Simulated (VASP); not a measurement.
# Zn (P6_3/mmc) in VASP: notebook, part 2 of 2

VASP 6.6.1.

### Step 5. Single point, RPBE (volume scaled by 0.92)

Contents of INCAR:

```
SYSTEM = Zn
ALGO = Normal
EDIFF = 1E-6
ENCUT = 520
GGA = RP
ISIF = 2
ISMEAR = -1
LASPH = .True.
LCHARG = .False.
LREAL = .False.
LWAVE = .False.
NBANDS = 19
NELM = 80
PREC = Accurate
SIGMA = 0.1
```

Contents of KPOINTS:

```
k-points
0
Gamma
  22 22 10
  0 0 0
```

Contents of POSCAR:

```
Zn
1.0
    2.6175674089      0.0000000000      0.0000000000
   -1.3087837044      2.2668798722      0.0000000000
    0.0000000000      0.0000000000      4.9193828731
Zn
2
Direct
    0.3333333333      0.6666666667      0.2500000000
    0.6666666667      0.3333333333      0.7500000000
```

Potentials or basis: VASP PAW PBE potentials, release 64 (Zn).

Command:

```
$ cat potpaw_PBE.64/Zn/POTCAR > POTCAR
$ mpirun -np 1 vasp_std > vasp.out
```

OUTCAR:

```text
SYSTEM = Zn
   EDIFF = 1E-6
   ENCUT = 520
   GGA = RP
   ISIF = 2
   ISMEAR = -1
   LASPH = .True.
   LREAL = .False.
   NELM = 80
   PREC = Accurate

 ion  position               nearest neighbor table
   1  0.333  0.667  0.250-   2 2.89   2 2.89   2 2.89   2 2.89   2 2.89   2 2.89
   2  0.667  0.333  0.750-   1 2.89   1 2.89   1 2.89   1 2.89   1 2.89   1 2.89

  LATTYP: Found a hexagonal cell.
 ALAT       =     2.6175674089
 C/A-ratio  =     1.8793719911

  Lattice vectors:

 A1 = (   2.6175674089,   0.0000000000,   0.0000000000)
 A2 = (  -1.3087837044,   2.2668798722,   0.0000000000)
 A3 = (   0.0000000000,   0.0000000000,   4.9193828731)

Analysis of symmetry for initial positions (statically):
=====================================================================
 Subroutine PRICEL returns:
 Original cell was already a primitive cell.

 Routine SETGRP: Setting up the symmetry group for a
 hexagonal supercell.

 Subroutine GETGRP returns: Found 24 space group operations
 (whereof 12 operations were pure point group operations)
 out of a pool of 24 trial point group operations.

The static configuration has the point symmetry D_3d.
 The point group associated with its full space group is D_6h.

Analysis of symmetry for dynamics (positions and initial velocities):
=====================================================================
 Subroutine PRICEL returns:
 Original cell was already a primitive cell.

 Routine SETGRP: Setting up the symmetry group for a
 hexagonal supercell.

 Subroutine GETGRP returns: Found 24 space group operations
 (whereof 12 operations were pure point group operations)
 out of a pool of 24 trial point group operations.

The dynamic configuration has the point symmetry D_3d.
 The point group associated with its full space group is D_6h.

 Subroutine INISYM returns: Found 24 space group operations
 (whereof 12 operations are pure point group operations),
 and found     1 'primitive' translations

----------------------------------------------------------------------------------------

                                     Primitive cell

  volume of cell :      29.1902

  direct lattice vectors                    reciprocal lattice vectors
     2.617567409  0.000000000  0.000000000     0.382034096  0.220567488  0.000000000
    -1.308783704  2.266879872  0.000000000     0.000000000  0.441134977  0.000000000
     0.000000000  0.000000000  4.919382873     0.000000000  0.000000000  0.203277530

  length of vectors
     2.617567409  2.617567409  4.919382873     0.441134977  0.441134977  0.203277530

  position of ions in fractional coordinates (direct lattice)
     0.333333333  0.666666667  0.250000000
     0.666666667  0.333333333  0.750000000

  ion indices of the primitive-cell ions
   primitive index   ion index
                 1           1
                 2           2

----------------------------------------------------------------------------------------

 KPOINTS: k-points

Automatic generation of k-mesh.
 Grid dimensions read from file:
 generate k-points for:   22   22   10

 Generating k-lattice:

  Cartesian coordinates                     Fractional coordinates (reciprocal lattice)
     0.017365186  0.010025795  0.000000000     0.045454545 -0.000000000  0.000000000
     0.000000000  0.020051590  0.000000000     0.000000000  0.045454545  0.000000000
     0.000000000  0.000000000  0.020327753     0.000000000  0.000000000  0.100000000

  Length of vectors
     0.020051590  0.020051590  0.020327753

  Shift w.r.t. Gamma in fractional coordinates (k-lattice)
     0.000000000  0.000000000  0.000000000

 Subroutine IBZKPT returns following result:
 ===========================================

 Found    312 irreducible k-points:

 Following reciprocal coordinates:
            Coordinates               Weight
  0.000000  0.000000  0.000000      1.000000
  0.045455  0.000000  0.000000      6.000000
  0.090909  0.000000  0.000000      6.000000
  0.136364  0.000000  0.000000      6.000000
  0.181818  0.000000  0.000000      6.000000
  0.227273  0.000000  0.000000      6.000000
[... 16 lines left out ...]
  0.090909  0.090909  0.000000      6.000000
  0.136364  0.090909  0.000000     12.000000
 [... further k-points ...]
   k-points           NKPTS =    312   k-points in BZ     NKDIM =    312   number of bands    NBANDS=     19
   number of dos      NEDOS =    301   number of ions     NIONS =      2
   total plane-waves  NPLWV =  16000
   dimension x,y,z NGX =    20 NGY =   20 NGZ =   40
   dimension x,y,z NGXF=    40 NGYF=   40 NGZF=   80
   ions per type =               2
   NGX,Y,Z   is equivalent  to a cutoff of  12.70, 12.70, 13.52 a.u.
   NGXF,Y,Z  is equivalent  to a cutoff of  25.40, 25.40, 27.04 a.u.
 SYSTEM =  Zn
   PREC   = accura    normal or accurate (medium, high low for compatibility)
   ISTART =      0    job   : 0-new  1-cont  2-samecut
   ICHARG =      2    charge: 1-file 2-atom 10-const
   ISPIN  =      1    spin polarized calculation?
   LNONCOLLINEAR =      F non collinear calculations
   LSORBIT =      F    spin-orbit coupling
   LASPH  =      T    aspherical Exc in radial PAW
   ENCUT  =  520.0 eV  38.22 Ry    6.18 a.u.   4.87  4.87  9.15*2*pi/ulx,y,z
   NELM   =     80;   NELMIN=  2; NELMDL= -5     # of ELM steps
   EDIFF  = 0.1E-05   stopping-criterion for ELM
   LREAL  =      F    real-space projection
   EDIFFG = 0.1E-04   stopping-criterion for IOM
   NSW    =      0    number of steps for IOM
   IBRION =     -1    ionic relax: 0-MD 1-quasi-New 2-CG
   NFREE  =      0    steps in history (QN), initial steepest desc. (CG)
   ISIF   =      2    stress and relaxation
   ISYM   =      2    0-nonsym 1-usesym 2-fastsym
   POTIM  = 0.5000    time-step for ionic-motion
   TEBEG  =    0.0;   TEEND  =   0.0 temperature during run
   PSTRESS=    0.0 pullay stress
   NELECT =      24.0000    total number of electrons
   NUPDOWN=      -1.0000    fix difference up-down
   EMIN   =  10.00;   EMAX   =-10.00  energy-range for DOS
   EFERMI =   0.00;   METHOD = LEGACY
   ISMEAR =    -1;   SIGMA  =   0.10  broadening in eV -4-tet -1-fermi 0-gaus
   EFERMI_NEDOS =   21; number of points for ismear=-14 and -15
   IALGO  =     38    algorithm
   IMIX   =      4    mixing-type and parameters
     AMIX     =   0.40;   BMIX     =  1.00
     AMIX_MAG =   1.60;   BMIX_MAG =  1.00
  volume/ion in A,a.u.               =      14.60        98.49
  Fermi-wavevector in a.u.,A,eV,Ry     =   1.533673  2.898223 32.003003  2.352154
  Thomas-Fermi vector in A             =   2.640708
   LORBIT       =      0    0 simple, 1 ext, 2 COOP (PROOUT), +10 PAW based schemes
   GGA     = RP    functional components
   LHFCALC =     F    Hartree Fock is set to
   AEXX    =    0.0000 exact exchange contribution
   IVDW    =     0    specifies the selected vdW correction
   LEPSILON=     F    determine dielectric tensor
   LRPA    =     F    only Hartree local field effects (RPA)
 non-spin polarized calculation
  energy-cutoff  :      520.00
  volume of cell :       29.19
 maximum number of plane-waves:       802
 NGX is ok and might be reduce to    20
   NGX =  9   NGY =  9   NGZ = 19

 number of electron      24.0000020 magnetization

 Free energy of the ion-electron system (eV)
  ---------------------------------------------------
  ext. energy  EPLUGINS =         0.00000000
  ---------------------------------------------------
  free energy    TOTEN  =        -1.43865141 eV

  energy without entropy =       -1.42536309  energy(sigma->0) =       -1.43200725

 E-fermi :   3.5024     XC(G=0): -11.6316

 val. band max:        3.4902685226   @ k =   0.3636   0.1364   0.1000
 cond. band min:       3.5156869373   @ k =   0.3636   0.0455   0.0000
 fundamental gap:      0.0254184147
 Fermi energy:         3.5023618096

 k-point     1 :       0.0000    0.0000    0.0000
  band No.  band energies     occupation
      1      -7.1719      2.00000
      2      -5.2631      2.00000
      3      -4.4989      2.00000
      4      -4.2334      2.00000
      5      -4.2334      2.00000
      6      -4.1822      2.00000
[... 11 lines left out ...]
     18      23.2173      0.00000
     19      23.4508      0.00000

 k-point     2 :       0.0455    0.0000    0.0000
  band No.  band energies     occupation
      1      -7.1081      2.00000
      2      -5.2333      2.00000
      3      -4.4914      2.00000
      4      -4.2408      2.00000
      5      -4.2176      2.00000
      6      -4.1900      2.00000
[... 476 lines left out ...]
 k-point    24 :       0.1364    0.0909    0.0000
  band No.  band energies     occupation
      1      -6.0142      2.00000
      2      -4.8322      2.00000
      3      -4.4527      2.00000
      4      -4.3094      2.00000
      5      -4.2464      2.00000
      6      -4.1851      2.00000
[... 11 lines left out ...]
     18      20.6028      0.00000
     19      20.7318      0.00000

 [... further k-points ...]
[... 5 lines left out ...]
  --------------------------------------------------------------------------------------
  -------------------------------------------------------------------------------------
  Total        1.4782018      1.4782018      0.9770941      0.0000000     -0.0000000     -0.0000000
  in kB       81.1348271     81.1348271     53.6302702      0.0000000     -0.0000000     -0.0000000
  external PRESSURE =      71.9666415 kB  Pullay stress =       0.0000000 kB

 VOLUME and BASIS-vectors are now :
 -----------------------------------------------------------------------------
  energy-cutoff  :      520.00
  volume of cell :       29.19
      direct lattice vectors                 reciprocal lattice vectors
     2.617567409  0.000000000  0.000000000     0.382034096  0.220567488  0.000000000
    -1.308783704  2.266879872  0.000000000     0.000000000  0.441134977  0.000000000
     0.000000000  0.000000000  4.919382873     0.000000000  0.000000000  0.203277530

 POSITION                                       TOTAL-FORCE (eV/Angst)
 -----------------------------------------------------------------------------------
     -0.00000      1.51125      1.22985        -0.000000      0.000000      0.000000
      1.30878      0.75563      3.68954         0.000000     -0.000000      0.000000
 -----------------------------------------------------------------------------------
    total drift:                               -0.000000      0.000000      0.000000

  FREE ENERGIE OF THE ION-ELECTRON SYSTEM (eV)
  ---------------------------------------------------
  free  energy   TOTEN  =        -1.4386514060 eV

  energy  without entropy=       -1.4253630930  energy(sigma->0) =       -1.43200725
```

OSZICAR:

```text
N       E                     dE             d eps       ncg     rms          rms(c)
DAV:   1     0.113644120805E+03    0.11364E+03   -0.12368E+04 12272   0.202E+03
DAV:   2     0.350162990642E+01   -0.11014E+03   -0.10651E+03 11954   0.297E+02
DAV:   3    -0.158413143852E+01   -0.50858E+01   -0.50653E+01 13138   0.698E+01
DAV:   4    -0.161392688957E+01   -0.29795E-01   -0.29788E-01 13027   0.554E+00
DAV:   5    -0.161396331855E+01   -0.36429E-04   -0.36429E-04 12868   0.175E-01    0.438E+00
DAV:   6    -0.144624552109E+01    0.16772E+00   -0.65776E-01 13204   0.175E+01    0.327E+00
DAV:   7    -0.144110391717E+01    0.51416E-02   -0.21366E-02 14244   0.242E+00    0.163E+00
DAV:   8    -0.143860685328E+01    0.24971E-02   -0.19396E-03 15117   0.740E-01    0.476E-02
DAV:   9    -0.143864925423E+01   -0.42401E-04   -0.27340E-04 15226   0.204E-01    0.312E-02
DAV:  10    -0.143865178198E+01   -0.25277E-05   -0.21020E-05 12809   0.598E-02    0.429E-03
DAV:  11    -0.143865140601E+01    0.37597E-06   -0.15756E-07  7832   0.436E-03
   1 F= -.14386514E+01 E0= -.14320072E+01  d E =-.132883E-01
```

Run time: 91 s. Hardware: 1 thread of Intel Xeon Platinum 8375C at 2.90GHz (Ice Lake), shared host; peak memory 0.25 GiB.

What came out:

| Property | Result |
| --- | --- |
| Free energy | -1.4387 eV |
| Pressure | 7.2 GPa |
| Band gap on the k mesh | zero (band 12 reaches 5.31 eV, above the bottom of band 13 at 0.44 eV) |

Levels at points of the mesh, in eV from the Fermi level:
```csv
k point,band 10,band 11,band 12,band 13,band 14,band 15
"(0.00, 0.00, 0.00)",-7.10,-7.10,-3.86,-3.06,13.67,17.38
"(0.50, 0.00, 0.00)",-6.88,-2.88,-2.06,2.74,3.65,4.40
"(0.00, 0.00, 0.50)",-7.19,-7.19,-7.19,4.55,4.55,19.70
"(0.50, 0.00, 0.50)",-6.89,-1.93,-1.93,0.35,0.35,10.34
```

Caveat: the PAW data sets were made with another functional, which shifts forces and pressure a little.

### Step 6. Single point, RPBE (volume scaled by 0.96)

Contents of INCAR:

```
  PREC = Accurate
  ENCUT = 520
  EDIFF = 1E-6
  ISMEAR = -1
  SIGMA = 0.1
  LREAL = F
  LASPH = T
  NELM = 100
  ALGO = Normal
  ISIF = 2
  LWAVE = F
  LCHARG = T
  GGA = RP
  LELF = T
  LVHAR = T
  NBANDS = 19
```

Contents of KPOINTS:

```
regular mesh
0
Gamma
  22 22 10
```

Contents of POSCAR:

```
Zn
1.0
    2.6549662818      0.0000000000      0.0000000000
   -1.3274831409      2.2992682462      0.0000000000
    0.0000000000      0.0000000000      4.9896692674
Zn
2
Direct
    0.3333333333      0.6666666667      0.2500000000
    0.6666666667      0.3333333333      0.7500000000
```

Potentials or basis: VASP PAW PBE potentials, release 64 (Zn).

Command:

```
$ cat potpaw_PBE.64/Zn/POTCAR > POTCAR
$ mpirun -np 1 vasp_std > vasp.out
```

OUTCAR:

```text
PREC = Accurate
   ENCUT = 520
   EDIFF = 1E-6
   ISMEAR = -1
   LREAL = F
   LASPH = T
   NELM = 100
   ISIF = 2
   GGA = RP

 ion  position               nearest neighbor table
   1  0.333  0.667  0.250-   2 2.93   2 2.93   2 2.93   2 2.93   2 2.93   2 2.93
   2  0.667  0.333  0.750-   1 2.93   1 2.93   1 2.93   1 2.93   1 2.93   1 2.93

  LATTYP: Found a hexagonal cell.
 ALAT       =     2.6549662818
 C/A-ratio  =     1.8793719911

  Lattice vectors:

 A1 = (   2.6549662818,   0.0000000000,   0.0000000000)
[... 190 lines left out ...]
      3      -4.6735      2.00000
      4      -4.4281      2.00000
      5      -4.4281      2.00000
      6      -4.3812      2.00000
[... 505 lines left out ...]
      6      -4.3706      2.00000
[... 11 lines left out ...]
     18      19.7782      0.00000
     19      20.0785      0.00000

 [... further k-points ...]
[... 5 lines left out ...]
  --------------------------------------------------------------------------------------
  -------------------------------------------------------------------------------------
  Total        0.7074061      0.7074061      0.5127150      0.0000000      0.0000000     -0.0000000
  in kB       37.2099387     37.2099387     26.9690860      0.0000000      0.0000000     -0.0000000
  external PRESSURE =      33.7963212 kB  Pullay stress =       0.0000000 kB

 VOLUME and BASIS-vectors are now :
 -----------------------------------------------------------------------------
  energy-cutoff  :      520.00
  volume of cell :       30.46
      direct lattice vectors                 reciprocal lattice vectors
     2.654966282  0.000000000  0.000000000     0.376652618  0.217460490  0.000000000
    -1.327483141  2.299268246  0.000000000     0.000000000  0.434920980  0.000000000
     0.000000000  0.000000000  4.989669267     0.000000000  0.000000000  0.200414085

 POSITION                                       TOTAL-FORCE (eV/Angst)
 -----------------------------------------------------------------------------------
     -0.00000      1.53285      1.24742         0.000000     -0.000000      0.000000
      1.32748      0.76642      3.74225        -0.000000      0.000000     -0.000000
 -----------------------------------------------------------------------------------
    total drift:                               -0.000000      0.000000     -0.000000

  FREE ENERGIE OF THE ION-ELECTRON SYSTEM (eV)
  ---------------------------------------------------
  free  energy   TOTEN  =        -1.4793874898 eV

  energy  without entropy=       -1.4656687756  energy(sigma->0) =       -1.47252813
```

OSZICAR:

```text
N       E                     dE             d eps       ncg     rms          rms(c)
DAV:   1     0.113697029307E+03    0.11370E+03   -0.12403E+04 12232   0.199E+03
DAV:   2     0.343546787420E+01   -0.11026E+03   -0.10637E+03 11921   0.295E+02
DAV:   3    -0.160417288614E+01   -0.50396E+01   -0.50182E+01 13209   0.694E+01
DAV:   4    -0.163377506764E+01   -0.29602E-01   -0.29595E-01 13038   0.552E+00
DAV:   5    -0.163381339963E+01   -0.38332E-04   -0.38332E-04 12949   0.179E-01    0.397E+00
DAV:   6    -0.148463259934E+01    0.14918E+00   -0.61078E-01 13204   0.165E+01    0.304E+00
DAV:   7    -0.148111500270E+01    0.35176E-02   -0.19705E-02 13583   0.227E+00    0.153E+00
DAV:   8    -0.147933262435E+01    0.17824E-02   -0.20832E-03 14580   0.718E-01    0.488E-02
DAV:   9    -0.147938454448E+01   -0.51920E-04   -0.27466E-04 14843   0.201E-01    0.308E-02
DAV:  10    -0.147938782038E+01   -0.32759E-05   -0.20721E-05 12987   0.592E-02    0.442E-03
DAV:  11    -0.147938748984E+01    0.33054E-06   -0.17173E-07  7798   0.475E-03
   1 F= -.14793875E+01 E0= -.14725281E+01  d E =-.137187E-01
```

Wall time 1.7 min (1 thread of Intel Xeon Platinum 8375C at 2.90GHz (Ice Lake), shared host); peak memory 0.26 GiB.

Results:

```
Free energy            : -1.4794 eV
Pressure               : 3.4 GPa
Band gap on the k mesh : zero (band 12 reaches 4.98 eV, above the bottom of band 13 at 0.10 eV)
```

Caveat: the PAW data sets were made with another functional, which shifts forces and pressure a little.

### Step 7. Summary

| task | cell | k mesh | cutoff (eV) | gap on the mesh (eV) | pressure (GPa) |
| --- | --- | --- | --- | --- | --- |
| single point | a = 2.691, b = 2.691, c = 5.058 Å, angles 90.0, 90.0, 120.0°, 2 atoms | 13 × 13 × 7 | 520 | none | 0.3 |
| relaxation of cell and atoms | relaxed from a = 2.665, b = 2.665, c = 4.947 Å, angles 90.0, 90.0, 120.0°, 2 atoms | 13 × 13 × 7 | 600 | none | -0.1 |
| single point | a = 2.579, b = 2.579, c = 4.847 Å, angles 90.0, 90.0, 120.0°, 2 atoms | 22 × 22 × 10 | 520 | none | 12.0 |
| single point | a = 2.618, b = 2.618, c = 4.919 Å, angles 90.0, 90.0, 120.0°, 2 atoms | 22 × 22 × 10 | 520 | none | 7.2 |
| single point | a = 2.655, b = 2.655, c = 4.990 Å, angles 90.0, 90.0, 120.0°, 2 atoms | 22 × 22 × 10 | 520 | none | 3.4 |

Alike in all rows: level RPBE; potentials or basis VASP PAW PBE potentials, release 64 (Zn); no spin polarisation; smearing fermi-dirac 0.1 eV.

Caveats: the PAW data sets were made with another functional, which shifts forces and pressure a little.

Total energies depend on the potentials used, so only differences within one code and one set of settings carry meaning.
